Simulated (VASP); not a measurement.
Crystal: WC.

```xyz
8
Lattice="3.3439 0.0000 0.0000 -1.6719 2.8959 0.0000 0.0000 0.0000 12.8148" Properties=species:S:1:pos:R:3 pbc="T T T"
W     1.6719    0.9653   11.2405
W     0.0000    1.9306    1.5743
W     0.0000    1.9306    4.8331
W     1.6719    0.9653    7.9817
C     0.0000    0.0000    0.0000
C     0.0000    0.0000    6.4074
C     1.6719    0.9653    3.2037
C     0.0000    1.9306    9.6111
```

```yaml
Program: VASP 6.6.1
Task: relaxation of cell and atoms
Functional: PBE
Potentials_or_basis: VASP PAW PBE potentials, release 64 (W_sv, C)
Cutoff: 600 eV
k_mesh: 6 × 6 × 2
Occupations: gaussian, width 0.1 eV
Spin: no spin polarisation
```

At the start: pressure -60.4 GPa; volume 15.51 Å³/atom.

Task: Where does the relaxation end?

Result: Over 10 steps the energy falls by 1333.7 meV/atom and the volume is 10.60 Å³/atom (-31.7 %); space group P6_3/mmc (No. 194, to 0.05 Å).

The path:
```tsv
step	energy change (eV)	largest force (eV/Å)	pressure (GPa)	volume (Å³)
1	0.0000	0.3950	-60.38	124.09
2	49.7030	8.0169	831.48	45.83
3	-5.9546	0.4625	-52.53	107.64
4	-8.8790	0.3794	-38.74	97.65
5	-10.4476	0.1244	19.16	80.92
6	-10.6604	0.0872	-3.39	85.56
7	-10.6692	0.0578	-0.19	84.81
8	-10.6636	0.0294	2.90	84.12
9	-10.6431	0.0181	-5.90	86.19
10	-10.6695	0.0252	-0.04	84.78
```

Final structure:
```yaml
crystal:
  lattice:
    - [2.97255, 0.00000, 0.00000]
    - [-1.48627, 2.57430, 0.00000]
    - [0.00000, 0.00000, 11.07890]
  atoms:
    - { symbol: W, position: [0.66667, 0.33333, 0.87703] }
    - { symbol: W, position: [0.33333, 0.66667, 0.12297] }
    - { symbol: W, position: [0.33333, 0.66667, 0.37703] }
    - { symbol: W, position: [0.66667, 0.33333, 0.62297] }
    - { symbol: C, position: [0.00000, 0.00000, 0.00000] }
    - { symbol: C, position: [0.00000, 0.00000, 0.50000] }
    - { symbol: C, position: [0.66667, 0.33333, 0.25000] }
    - { symbol: C, position: [0.33333, 0.66667, 0.75000] }
```

Caveat: the k points lie up to 0.41 Å⁻¹ apart in the final cell; the volume moved by over 15 % at a fixed basis, so the end points are rough.
